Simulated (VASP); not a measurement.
Tl3O2: single point with PBE

Tl3O2:

```
CELL_PARAMETERS angstrom
3.27173 1.88893 6.87923
-3.27173 1.88893 6.87923
0.00000 -3.77787 6.87923
ATOMIC_POSITIONS crystal
Tl 0.05096 0.44904 0.75000
Tl 0.75000 0.05096 0.44904
Tl 0.44904 0.75000 0.05096
Tl 0.94904 0.55096 0.25000
Tl 0.25000 0.94904 0.55096
Tl 0.55096 0.25000 0.94904
O 0.90132 0.90132 0.90132
O 0.59868 0.59868 0.59868
O 0.09868 0.09868 0.09868
O 0.40132 0.40132 0.40132
```

```yaml
Program: VASP 6.6.1
Task: single point
Functional: PBE
Potentials_or_basis: VASP PAW PBE potentials, release 64 (Tl_d, O)
Cutoff: 520 eV
k_mesh: 6 × 6 × 6
Occupations: gaussian, width 0.1 eV
Spin: no spin polarisation
```

- Pressure: 0.0 GPa
- Largest force: 0.018 eV/Å
- Band gap on the k mesh: zero (bands 51 and 52 overlap by 0.91 eV)

Forces in eV/Å, atoms in the order of the input:
```
Tl  -0.018  0.000  0.000
Tl   0.009 -0.016  0.000
Tl   0.009  0.016  0.000
Tl   0.018  0.000  0.000
Tl  -0.009  0.016  0.000
Tl  -0.009 -0.016  0.000
O    0.000  0.000 -0.007
O    0.000  0.000  0.007
O    0.000  0.000  0.007
O    0.000  0.000 -0.007
```

Stress tensor (GPa, compression positive):
```
 0.04  0.00  0.00
 0.00  0.04  0.00
 0.00  0.00 -0.07
```

Levels at points of the mesh, in eV from the Fermi level:
| k point | band 49 | band 50 | band 51 | band 52 | band 53 | band 54 |
| --- | --- | --- | --- | --- | --- | --- |
| (0.00, 0.00, 0.00) | 0.12 | 0.12 | 0.33 | 0.33 | 1.72 | 2.86 |
| (0.50, 0.00, 0.00) | -0.96 | -0.96 | -0.13 | -0.13 | 1.67 | 1.67 |
| (0.50, 0.50, 0.00) | -1.18 | -1.16 | -0.20 | 0.07 | 2.11 | 2.16 |
| (0.50, 0.50, 0.50) | 0.28 | 0.28 | 0.28 | 0.28 | 1.94 | 1.94 |

It took 32 min on 1 thread of Oxide Virtual Turin-like Processor, with other jobs on the host, peak memory 0.68 GiB.

Caveat: spin-orbit coupling is left out, which moves the levels of the heavy elements.
